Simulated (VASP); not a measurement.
# BN (Pnnm) in VASP: single point with PBE

Aim: the single point of BN with PBE.

Everything below comes from runs of VASP 6.6.1. Logs are shortened: lines on timing, memory, paths and dates and some standing lists are left out, and cuts for length are marked.

## Step 1: The cell of the first run

Symmetry: Pnnm, No. 58, orthorhombic system. Conventional cell: a = 4.350 Å, b = 8.420 Å, c = 2.512 Å, α = 90.00°, β = 90.00°, γ = 90.00°. B (site symmetry m) has 3 N at 1.45 to 1.46 Å within 1.9 Å. N (site symmetry m) has 3 B at 1.45 to 1.46 Å within 1.9 Å.

## Step 2: Single point, PBE (atoms displaced along a vibrational mode)

Contents of INCAR:

```
  ALGO = Normal
  EDIFF = 1E-6
  ENCUT = 520
  GGA = PE
  ISIF = 2
  ISMEAR = 0
  LASPH = True
  LCHARG = False
  LREAL = False
  LWAVE = False
  NBANDS = 26
  NELM = 100
  PREC = Accurate
  SIGMA = 0.05
```

Contents of KPOINTS:

```
k-points
0
Gamma
  10 6 4
```

Contents of POSCAR:

```
BN
1.0
    2.5116193520      0.0000000000      0.0000000000
    0.0000000000      4.3502523269      0.0000000000
    0.0000000000      0.0000000000      8.4203711562
B N
4 4
Direct
    0.0000000000      0.3333333333      0.2373639774
    0.5000000000      0.8333333333      0.2626360226
    0.5000000000      0.1666666667      0.7373639774
    1.0000000000      0.6666666667      0.7626360226
    0.0000000000      0.3333333333      0.7532601486
    0.5000000000      0.8333333333      0.7467398514
    0.5000000000      0.1666666667      0.2532601486
    1.0000000000      0.6666666667      0.2467398514
```

Potentials or basis: VASP PAW PBE potentials, release 64 (B, N).

The run is started by

```bash
> cat potpaw_PBE.64/B/POTCAR potpaw_PBE.64/N/POTCAR > POTCAR
> mpirun -np 1 vasp_std > vasp.out
```

OUTCAR:

```text
EDIFF = 1E-6
   ENCUT = 520
   GGA = PE
   ISIF = 2
   ISMEAR = 0
   LASPH = True
   LREAL = False
   NELM = 100
   PREC = Accurate

 ion  position               nearest neighbor table
   1  0.000  0.333  0.237-   8 1.45   7 1.46   7 1.46
   2  0.500  0.833  0.263-   7 1.45   8 1.46   8 1.46
   3  0.500  0.167  0.737-   6 1.45   5 1.46   5 1.46
   4  0.000  0.667  0.763-   5 1.45   6 1.46   6 1.46
   5  0.000  0.333  0.753-   4 1.45   3 1.46   3 1.46
   6  0.500  0.833  0.747-   3 1.45   4 1.46   4 1.46
   7  0.500  0.167  0.253-   2 1.45   1 1.46   1 1.46
   8  0.000  0.667  0.247-   1 1.45   2 1.46   2 1.46

  LATTYP: Found a simple orthorhombic cell.
 ALAT       =     2.5116193520
 B/A-ratio  =     1.7320508076
 C/A-ratio  =     3.3525666019

  Lattice vectors:

 A1 = (   2.5116193520,   0.0000000000,   0.0000000000)
 A2 = (   0.0000000000,   4.3502523269,   0.0000000000)
 A3 = (   0.0000000000,   0.0000000000,   8.4203711562)

Analysis of symmetry for initial positions (statically):
=====================================================================
 Subroutine PRICEL returns:
 Original cell was already a primitive cell.

 Routine SETGRP: Setting up the symmetry group for a
 simple orthorhombic supercell.

 Subroutine GETGRP returns: Found  8 space group operations
 (whereof  4 operations were pure point group operations)
 out of a pool of  8 trial point group operations.

The static configuration has the point symmetry C_2h.
 The point group associated with its full space group is D_2h.

Analysis of symmetry for dynamics (positions and initial velocities):
=====================================================================
 Subroutine PRICEL returns:
 Original cell was already a primitive cell.

 Routine SETGRP: Setting up the symmetry group for a
 simple orthorhombic supercell.

 Subroutine GETGRP returns: Found  8 space group operations
 (whereof  4 operations were pure point group operations)
 out of a pool of  8 trial point group operations.

The dynamic configuration has the point symmetry C_2h.
 The point group associated with its full space group is D_2h.

 Subroutine INISYM returns: Found  8 space group operations
 (whereof  4 operations are pure point group operations),
 and found     1 'primitive' translations

----------------------------------------------------------------------------------------

                                     Primitive cell

  volume of cell :      92.0025

  direct lattice vectors                    reciprocal lattice vectors
     2.511619352  0.000000000  0.000000000     0.398149504  0.000000000  0.000000000
     0.000000000  4.350252327  0.000000000     0.000000000  0.229871723  0.000000000
     0.000000000  0.000000000  8.420371156     0.000000000  0.000000000  0.118759611

  length of vectors
     2.511619352  4.350252327  8.420371156     0.398149504  0.229871723  0.118759611

  position of ions in fractional coordinates (direct lattice)
     0.000000000  0.333333333  0.237363977
     0.500000000  0.833333333  0.262636023
     0.500000000  0.166666667  0.737363977
     0.000000000  0.666666667  0.762636023
     0.000000000  0.333333333  0.753260149
     0.500000000  0.833333333  0.746739851
     0.500000000  0.166666667  0.253260149
     0.000000000  0.666666667  0.246739851

  ion indices of the primitive-cell ions
   primitive index   ion index
                 1           1
                 2           2
                 3           3
                 4           4
                 5           5
                 6           6
                 7           7
                 8           8

----------------------------------------------------------------------------------------

 KPOINTS: k-points

Automatic generation of k-mesh.
 Grid dimensions read from file:
 generate k-points for:   10    6    4

 Generating k-lattice:

  Cartesian coordinates                     Fractional coordinates (reciprocal lattice)
     0.039814950  0.000000000  0.000000000     0.100000000  0.000000000  0.000000000
     0.000000000  0.038311954  0.000000000     0.000000000  0.166666667  0.000000000
     0.000000000  0.000000000  0.029689903     0.000000000  0.000000000  0.250000000

  Length of vectors
     0.039814950  0.038311954  0.029689903

  Shift w.r.t. Gamma in fractional coordinates (k-lattice)
     0.000000000  0.000000000  0.000000000

 Subroutine IBZKPT returns following result:
 ===========================================

 Found     72 irreducible k-points:

 Following reciprocal coordinates:
            Coordinates               Weight
  0.000000  0.000000  0.000000      1.000000
  0.100000  0.000000  0.000000      2.000000
  0.200000  0.000000  0.000000      2.000000
  0.300000  0.000000  0.000000      2.000000
  0.400000  0.000000  0.000000      2.000000
  0.500000  0.000000  0.000000      1.000000
[... 16 lines left out ...]
  0.400000  0.500000  0.000000      2.000000
  0.500000  0.500000  0.000000      1.000000
 [... further k-points ...]
   k-points           NKPTS =     72   k-points in BZ     NKDIM =     72   number of bands    NBANDS=     26
   number of dos      NEDOS =    301   number of ions     NIONS =      8
   total plane-waves  NPLWV =  40960
   dimension x,y,z NGX =    20 NGY =   32 NGZ =   64
   dimension x,y,z NGXF=    40 NGYF=   64 NGZF=  128
   ions per type =               4   4
   NGX,Y,Z   is equivalent  to a cutoff of  13.24, 12.23, 12.64 a.u.
   NGXF,Y,Z  is equivalent  to a cutoff of  26.48, 24.46, 25.27 a.u.
 SYSTEM =  unknown system
   PREC   = accura    normal or accurate (medium, high low for compatibility)
   ISTART =      0    job   : 0-new  1-cont  2-samecut
   ICHARG =      2    charge: 1-file 2-atom 10-const
   ISPIN  =      1    spin polarized calculation?
   LNONCOLLINEAR =      F non collinear calculations
   LSORBIT =      F    spin-orbit coupling
   LASPH  =      T    aspherical Exc in radial PAW
   ENCUT  =  520.0 eV  38.22 Ry    6.18 a.u.   4.67  8.09 15.66*2*pi/ulx,y,z
   NELM   =    100;   NELMIN=  2; NELMDL= -5     # of ELM steps
   EDIFF  = 0.1E-05   stopping-criterion for ELM
   LREAL  =      F    real-space projection
   EDIFFG = 0.1E-04   stopping-criterion for IOM
   NSW    =      0    number of steps for IOM
   IBRION =     -1    ionic relax: 0-MD 1-quasi-New 2-CG
   NFREE  =      0    steps in history (QN), initial steepest desc. (CG)
   ISIF   =      2    stress and relaxation
   ISYM   =      2    0-nonsym 1-usesym 2-fastsym
   POTIM  = 0.5000    time-step for ionic-motion
   TEBEG  =    0.0;   TEEND  =   0.0 temperature during run
   PSTRESS=    0.0 pullay stress
   NELECT =      32.0000    total number of electrons
   NUPDOWN=      -1.0000    fix difference up-down
   EMIN   =  10.00;   EMAX   =-10.00  energy-range for DOS
   EFERMI =   0.00;   METHOD = LEGACY
   ISMEAR =     0;   SIGMA  =   0.05  broadening in eV -4-tet -1-fermi 0-gaus
   EFERMI_NEDOS =   21; number of points for ismear=-14 and -15
   IALGO  =     38    algorithm
   IMIX   =      4    mixing-type and parameters
     AMIX     =   0.40;   BMIX     =  1.00
     AMIX_MAG =   1.60;   BMIX_MAG =  1.00
  volume/ion in A,a.u.               =      11.50        77.61
  Fermi-wavevector in a.u.,A,eV,Ry     =   1.151308  2.175657 18.034671  1.325511
  Thomas-Fermi vector in A             =   2.287967
   LORBIT       =      0    0 simple, 1 ext, 2 COOP (PROOUT), +10 PAW based schemes
   GGA     = PE    functional components
   LHFCALC =     F    Hartree Fock is set to
   AEXX    =    0.0000 exact exchange contribution
   IVDW    =     0    specifies the selected vdW correction
   LEPSILON=     F    determine dielectric tensor
   LRPA    =     F    only Hartree local field effects (RPA)
 non-spin polarized calculation
 Gauss-broadening in eV      SIGMA  =   0.05
  energy-cutoff  :      520.00
  volume of cell :       92.00
 maximum number of plane-waves:      2511
 NGX is ok and might be reduce to    20
   NGX =  9   NGY = 17   NGZ = 31

 number of electron      32.0000007 magnetization

 Free energy of the ion-electron system (eV)
  ---------------------------------------------------
  ext. energy  EPLUGINS =         0.00000000
  ---------------------------------------------------
  free energy    TOTEN  =       -70.02961516 eV

  energy without entropy =      -70.02961516  energy(sigma->0) =      -70.02961516

 E-fermi :   0.8359     XC(G=0):  -8.5447

 val. band max:        0.6151876520   @ k =   0.3000   0.0000   0.0000
 cond. band min:       4.0627329895   @ k =   0.0000   0.0000   0.0000
 fundamental gap:      3.4475453375
 Fermi energy:         0.8358952479

 k-point     1 :       0.0000    0.0000    0.0000
  band No.  band energies     occupation
      1     -17.0300      2.00000
      2     -16.9916      2.00000
      3     -13.9354      2.00000
      4     -13.9278      2.00000
      5      -8.2754      2.00000
      6      -8.2623      2.00000
[... 18 lines left out ...]
     25      11.9968      0.00000
     26      12.1560      0.00000

 k-point     2 :       0.1000    0.0000    0.0000
  band No.  band energies     occupation
      1     -16.8854      2.00000
      2     -16.8479      2.00000
      3     -13.8422      2.00000
      4     -13.8349      2.00000
      5      -8.1577      2.00000
      6      -8.1442      2.00000
[... 18 lines left out ...]
     25      11.9475      0.00000
     26      12.0982      0.00000

 k-point     3 :       0.2000    0.0000    0.0000
  band No.  band energies     occupation
      1     -16.4604      2.00000
      2     -16.4254      2.00000
      3     -13.6042      2.00000
      4     -13.5983      2.00000
      5      -7.8128      2.00000
      6      -7.7976      2.00000
[... 572 lines left out ...]
 k-point    23 :       0.4000    0.5000    0.0000
  band No.  band energies     occupation
      1     -14.2134      2.00000
      2     -14.2134      2.00000
      3     -14.1979      2.00000
      4     -14.1979      2.00000
      5      -7.7325      2.00000
      6      -7.7325      2.00000
[... 18 lines left out ...]
     25      11.7618      0.00000
     26      11.7618      0.00000

 k-point    24 :       0.5000    0.5000    0.0000
  band No.  band energies     occupation
      1     -13.9337      2.00000
      2     -13.9337      2.00000
      3     -13.9258      2.00000
      4     -13.9258      2.00000
      5      -8.2401      2.00000
      6      -8.2401      2.00000
[... 18 lines left out ...]
     25      12.4764      0.00000
     26      12.4764      0.00000

 [... further k-points ...]

------------------------ aborting loop because EDIFF is reached ----------------------------------------

  FORCE on cell =-STRESS in cart. coord.  units (eV):
  Direction    XX          YY          ZZ          XY          YZ          ZX
  --------------------------------------------------------------------------------------
  -------------------------------------------------------------------------------------
  Total       -0.3551915     -0.3996570     -0.8570000      0.0000000     -0.0000000      0.0000000
  in kB       -6.1854835     -6.9598288    -14.9242282      0.0000000     -0.0000000      0.0000000
  external PRESSURE =      -9.3565135 kB  Pullay stress =       0.0000000 kB

 VOLUME and BASIS-vectors are now :
 -----------------------------------------------------------------------------
  energy-cutoff  :      520.00
  volume of cell :       92.00
      direct lattice vectors                 reciprocal lattice vectors
     2.511619352  0.000000000  0.000000000     0.398149504  0.000000000  0.000000000
     0.000000000  4.350252327  0.000000000     0.000000000  0.229871723  0.000000000
     0.000000000  0.000000000  8.420371156     0.000000000  0.000000000  0.118759611

 POSITION                                       TOTAL-FORCE (eV/Angst)
 -----------------------------------------------------------------------------------
      0.00000      1.45008      1.99869         0.000000     -0.131549      1.672995
      1.25581      3.62521      2.21149         0.000000     -0.131549     -1.672995
      1.25581      0.72504      6.20888         0.000000      0.131549      1.672995
      0.00000      2.90017      6.42168         0.000000      0.131549     -1.672995
      0.00000      1.45008      6.34273        -0.000000     -0.128886     -0.574387
      1.25581      3.62521      6.28783        -0.000000     -0.128886      0.574387
      1.25581      0.72504      2.13254         0.000000      0.128886     -0.574387
      0.00000      2.90017      2.07764         0.000000      0.128886      0.574387
 -----------------------------------------------------------------------------------
    total drift:                                0.000000     -0.000000      0.000000

  FREE ENERGIE OF THE ION-ELECTRON SYSTEM (eV)
  ---------------------------------------------------
  free  energy   TOTEN  =       -70.0296151650 eV

  energy  without entropy=      -70.0296151650  energy(sigma->0) =      -70.02961516
```

Run time: 76 s. Hardware: 1 thread of Intel Xeon 6975P-C (Granite Rapids), shared host; peak memory 0.26 GiB.

What came out:

| Item | Value |
| --- | --- |
| Free energy | -70.0296 eV |
| Pressure | -0.9 GPa |
| Largest force | 1.678 eV/Å |
| Band gap on the k mesh | 3.45 eV (least direct gap 3.99 eV) |

Forces on the atoms (eV/Å):
```
B    0.000 -0.132  1.673
B    0.000 -0.132 -1.673
B    0.000  0.132  1.673
B    0.000  0.132 -1.673
N    0.000 -0.129 -0.574
N    0.000 -0.129  0.574
N    0.000  0.129 -0.574
N    0.000  0.129  0.574
```

Levels at points of the mesh, in eV from the valence-band top:
```
           k point  band 13  band 14  band 15  band 16  band 17  band 18  band 19  band 20
(0.00, 0.00, 0.00)    -1.27    -1.27    -0.73    -0.55     3.45     4.73     5.35     7.53
(0.50, 0.00, 0.00)    -1.29    -1.29    -0.98    -0.98     5.52     5.52     5.58     5.58
(0.00, 0.50, 0.00)    -2.88    -2.88    -2.87    -2.87     5.89     5.89     7.74     7.74
(0.50, 0.50, 0.00)    -1.00    -1.00    -0.78    -0.78     4.43     4.43     4.82     4.82
(0.00, 0.00, 0.50)    -1.27    -1.27    -0.64    -0.64     4.17     4.17     6.03     6.03
(0.50, 0.00, 0.50)    -1.17    -1.17    -1.11    -1.11     5.46     5.46     5.59     5.59
(0.00, 0.50, 0.50)    -2.87    -2.87    -2.87    -2.87     6.57     6.57     7.06     7.06
(0.50, 0.50, 0.50)    -0.92    -0.92    -0.87    -0.87     4.60     4.60     4.60     4.60
```

Caveat: the cell differs from its parent crystal (atoms displaced along a vibrational mode); this functional lacks dispersion, which binds the layers, so the pressure and a relaxed spacing across them are unreliable; forces of over 1 eV/Å act on the atoms, so gaps and moduli don't describe the material at rest. A k mesh can miss the band edges.
